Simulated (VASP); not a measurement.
# FeGe (P2_13) in VASP: single point with PBE

Aim: the single point of FeGe with PBE.

All numbers are computed with VASP 6.6.1; they aren't measurements. Logs are shortened: lines on timing, memory, paths and dates and some standing lists are left out, and cuts for length are marked.

## 1. The cell of the first run

It takes space group P2_13 (No. 198, cubic). The conventional cell has a = 4.663 Å, b = 4.663 Å, c = 4.663 Å, α = 90.00°, β = 90.00°, γ = 90.00°. Fe (site symmetry 3) has 7 Ge at 2.37 to 2.63 Å and 6 Fe at 2.86 Å within 3.1 Å. Ge (site symmetry 3) has 7 Fe at 2.37 to 2.63 Å and 6 Ge at 2.89 Å within 3.1 Å.

## 2. Single point, PBE, collinear spin, ferromagnetic start

File INCAR:

```
PREC = Accurate ; ENCUT = 520
EDIFF = 1E-6 ; ISMEAR = 0
SIGMA = 0.05 ; LREAL = F
LASPH = T ; NELM = 150
ALGO = Normal ; ISIF = 2
LWAVE = F ; LCHARG = F
ISPIN = 2 ; MAGMOM = 2.5 2.5 2.5 2.5 0 0 0 0
LORBIT = 11 ; LMAXMIX = 4
GGA = PE ; NBANDS = 58
```

File KPOINTS:

```
regular mesh
0
Gamma
  8 8 8
```

File POSCAR:

```
FeGe
1.0
    4.6626167206      0.0000000000      0.0000000000
    0.0000000000      4.6626167206      0.0000000000
    0.0000000000      0.0000000000      4.6626167206
Fe Ge
4 4
Direct
    0.1349101329      0.1349101329      0.1349101329
    0.3650898671      0.8650898671      0.6349101329
    0.6349101329      0.3650898671      0.8650898671
    0.8650898671      0.6349101329      0.3650898671
    0.8417623853      0.8417623853      0.8417623853
    0.6582376147      0.1582376147      0.3417623853
    0.3417623853      0.6582376147      0.1582376147
    0.1582376147      0.3417623853      0.6582376147
```

Potentials or basis: VASP PAW PBE potentials, release 64 (Fe, Ge_d).

The run is started by

```console
cat potpaw_PBE.64/Fe/POTCAR potpaw_PBE.64/Ge_d/POTCAR > POTCAR
mpirun -np 1 vasp_std > vasp.out
```

OUTCAR:

```text
PREC = Accurate
   ENCUT = 520
   EDIFF = 1E-6
   ISMEAR = 0
   LREAL = F
   LASPH = T
   NELM = 150
   ISIF = 2
   ISPIN = 2
   LORBIT = 11
   GGA = PE

 ion  position               nearest neighbor table
   1  0.135  0.135  0.135-   5 2.37   6 2.43   7 2.43   8 2.43   7 2.63   8 2.63   6 2.63   3 2.86
                             4 2.86   2 2.86   2 2.86   4 2.86   3 2.86
   2  0.365  0.865  0.635-   6 2.37   5 2.43   7 2.43   8 2.43   7 2.63   8 2.63   5 2.63   1 2.86
                             1 2.86   3 2.86   3 2.86   4 2.86   4 2.86
   3  0.635  0.365  0.865-   7 2.37   6 2.43   5 2.43   8 2.43   8 2.63   6 2.63   5 2.63   1 2.86
                             4 2.86   2 2.86   2 2.86   4 2.86   1 2.86
   4  0.865  0.635  0.365-   8 2.37   6 2.43   7 2.43   5 2.43   6 2.63   5 2.63   7 2.63   1 2.86
                             3 2.86   2 2.86   1 2.86   2 2.86   3 2.86
   5  0.842  0.842  0.842-   1 2.37   2 2.43   3 2.43   4 2.43   3 2.63   4 2.63   2 2.63   6 2.89
                             7 2.89   8 2.89   6 2.89   8 2.89   7 2.89
   6  0.658  0.158  0.342-   2 2.37   1 2.43   3 2.43   4 2.43   3 2.63   4 2.63   1 2.63   8 2.89
                             5 2.89   5 2.89   7 2.89   7 2.89   8 2.89
   7  0.342  0.658  0.158-   3 2.37   2 2.43   1 2.43   4 2.43   4 2.63   2 2.63   1 2.63   8 2.89
                             5 2.89   8 2.89   6 2.89   6 2.89   5 2.89
   8  0.158  0.342  0.658-   4 2.37   2 2.43   3 2.43   1 2.43   2 2.63   1 2.63   3 2.63   7 2.89
                             5 2.89   7 2.89   5 2.89   6 2.89   6 2.89

  LATTYP: Found a simple cubic cell.
 ALAT       =     4.6626167206

  Lattice vectors:

 A1 = (   4.6626167206,   0.0000000000,   0.0000000000)
 A2 = (   0.0000000000,   4.6626167206,   0.0000000000)
 A3 = (   0.0000000000,   0.0000000000,   4.6626167206)

Analysis of symmetry for initial positions (statically):
=====================================================================
 Subroutine PRICEL returns:
 Original cell was already a primitive cell.

 Routine SETGRP: Setting up the symmetry group for a
 simple cubic supercell.

 Subroutine GETGRP returns: Found 12 space group operations
 (whereof  3 operations were pure point group operations)
 out of a pool of 48 trial point group operations.

The static configuration has the point symmetry C_3 .
 The point group associated with its full space group is T   .

Analysis of symmetry for dynamics (positions and initial velocities):
=====================================================================
 Subroutine PRICEL returns:
 Original cell was already a primitive cell.

 Routine SETGRP: Setting up the symmetry group for a
 simple cubic supercell.

 Subroutine GETGRP returns: Found 12 space group operations
 (whereof  3 operations were pure point group operations)
 out of a pool of 48 trial point group operations.

The dynamic configuration has the point symmetry C_3 .
 The point group associated with its full space group is T   .
[... 179 lines left out ...]
 cond. band min:       8.2104835333   @ k =   0.5000   0.3750   0.2500
 fundamental gap:      0.0073025049
 Fermi energy:         8.2037146539

 spin component 1

 k-point     1 :       0.0000    0.0000    0.0000
  band No.  band energies     occupation
      1     -16.4686      1.00000
      2     -16.4686      1.00000
      3     -16.4686      1.00000
      4     -16.4306      1.00000
      5     -16.4306      1.00000
      6     -16.4306      1.00000
[... 1405 lines left out ...]
     55      13.2101      0.00000
     56      13.4872      0.00000

 [... further k-points ...]

 spin component 2

 k-point     1 :       0.0000    0.0000    0.0000
  band No.  band energies     occupation
      1     -16.4858      1.00000
      2     -16.4858      1.00000
      3     -16.4858      1.00000
      4     -16.4468      1.00000
      5     -16.4468      1.00000
      6     -16.4468      1.00000
[... 1405 lines left out ...]
     55      13.4478      0.00000
     56      13.7055      0.00000

 [... further k-points ...]

 [bands above 56 left out]

------------------------ aborting loop because EDIFF is reached ----------------------------------------

  FORCE on cell =-STRESS in cart. coord.  units (eV):
  Direction    XX          YY          ZZ          XY          YZ          ZX
  --------------------------------------------------------------------------------------
  -------------------------------------------------------------------------------------
  Total        0.1769256      0.1769256      0.1769256     -0.0000000     -0.0000000      0.0000000
  in kB        2.7964832      2.7964832      2.7964832     -0.0000000     -0.0000000      0.0000000
  external PRESSURE =       2.7964832 kB  Pullay stress =       0.0000000 kB

 VOLUME and BASIS-vectors are now :
 -----------------------------------------------------------------------------
  energy-cutoff  :      520.00
  volume of cell :      101.37
      direct lattice vectors                 reciprocal lattice vectors
     4.662616721  0.000000000  0.000000000     0.214471843  0.000000000  0.000000000
     0.000000000  4.662616721  0.000000000     0.000000000  0.214471843  0.000000000
     0.000000000  0.000000000  4.662616721     0.000000000  0.000000000  0.214471843

 POSITION                                       TOTAL-FORCE (eV/Angst)
 -----------------------------------------------------------------------------------
      0.62903      0.62903      0.62903         0.004250      0.004250      0.004250
      1.70227      4.03358      2.96034        -0.004250     -0.004250      0.004250
      2.96034      1.70227      4.03358         0.004250     -0.004250     -0.004250
      4.03358      2.96034      1.70227        -0.004250      0.004250     -0.004250
      3.92482      3.92482      3.92482        -0.004535     -0.004535     -0.004535
      3.06911      0.73780      1.59351         0.004535      0.004535     -0.004535
      1.59351      3.06911      0.73780        -0.004535      0.004535      0.004535
      0.73780      1.59351      3.06911         0.004535     -0.004535      0.004535
 -----------------------------------------------------------------------------------
    total drift:                               -0.000000      0.000000      0.000000

  FREE ENERGIE OF THE ION-ELECTRON SYSTEM (eV)
  ---------------------------------------------------
  free  energy   TOTEN  =       -51.8189829832 eV

  energy  without entropy=      -51.8105582665  energy(sigma->0) =      -51.81477062

 total charge

# of ion       s       p       d       tot
------------------------------------------
    1        0.380   0.504   6.467   7.351
    2        0.380   0.504   6.467   7.351
    3        0.380   0.504   6.467   7.351
    4        0.380   0.504   6.467   7.351
    5        1.115   1.246  10.120  12.481
    6        1.115   1.246  10.120  12.481
    7        1.115   1.246  10.120  12.481
    8        1.115   1.246  10.120  12.481
--------------------------------------------------
tot          5.981   7.001  66.348  79.330

 magnetization (x)

# of ion       s       p       d       tot
------------------------------------------
    1       -0.000  -0.005   1.165   1.160
    2       -0.000  -0.005   1.165   1.160
    3       -0.000  -0.005   1.165   1.160
    4       -0.000  -0.005   1.165   1.160
    5       -0.011  -0.061  -0.006  -0.078
    6       -0.011  -0.061  -0.006  -0.078
    7       -0.011  -0.061  -0.006  -0.078
    8       -0.011  -0.061  -0.006  -0.078
--------------------------------------------------
tot         -0.047  -0.264   4.638   4.327
```

It took 19 min on 1 thread of Oxide Virtual Turin-like, shared host; peak memory 0.45 GiB.

Results:

```yaml
Free_energy: -51.8190 eV
Pressure: 0.3 GPa
Largest_force: 0.008 eV/Å
Net_moment: 4.19 μB per cell
Site_moments: Fe +1.16; Ge -0.08 μB
Valence_electrons_inside_the_program's_atomic_spheres: Fe 7.35; Ge 12.48
```

Forces in eV/Å, atoms in the order of the input:
```
Fe   0.004  0.004  0.004
Fe  -0.004 -0.004  0.004
Fe   0.004 -0.004 -0.004
Fe  -0.004  0.004 -0.004
Ge  -0.005 -0.005 -0.005
Ge   0.005  0.005 -0.005
Ge  -0.005  0.005  0.005
Ge   0.005 -0.005  0.005
```

Levels at points of the mesh, in eV from the Fermi level:
Spin up:
```
           k point  band 42  band 43  band 44  band 45  band 46  band 47  band 48  band 49  band 50  band 51
(0.00, 0.00, 0.00)    -0.84    -0.84    -0.84    -0.27    -0.27    -0.27     1.84     1.84     1.84     2.80
(0.50, 0.00, 0.00)    -1.06    -0.73    -0.73    -0.55    -0.55     0.88     0.88     0.93     0.93     3.73
(0.50, 0.50, 0.00)    -1.39    -1.03    -1.03    -0.10    -0.10     0.22     0.22     1.50     1.50     2.16
(0.50, 0.50, 0.50)    -1.05    -1.05    -1.05    -0.39    -0.39    -0.39    -0.39     4.42     4.42     4.42
```
Spin down:
```tsv
k point	band 38	band 39	band 40	band 41	band 42	band 43	band 44	band 45	band 46	band 47
(0.00, 0.00, 0.00)	-1.37	-1.37	0.15	0.15	0.15	0.28	0.28	0.99	0.99	0.99
(0.50, 0.00, 0.00)	-1.30	-0.63	-0.63	0.02	0.02	0.32	0.32	0.66	0.66	1.77
(0.50, 0.50, 0.00)	-0.82	-0.56	-0.56	-0.56	-0.56	0.05	0.05	0.98	0.98	1.23
(0.50, 0.50, 0.50)	-0.26	-0.26	-0.26	-0.16	-0.16	-0.16	-0.16	0.83	0.83	0.83
```
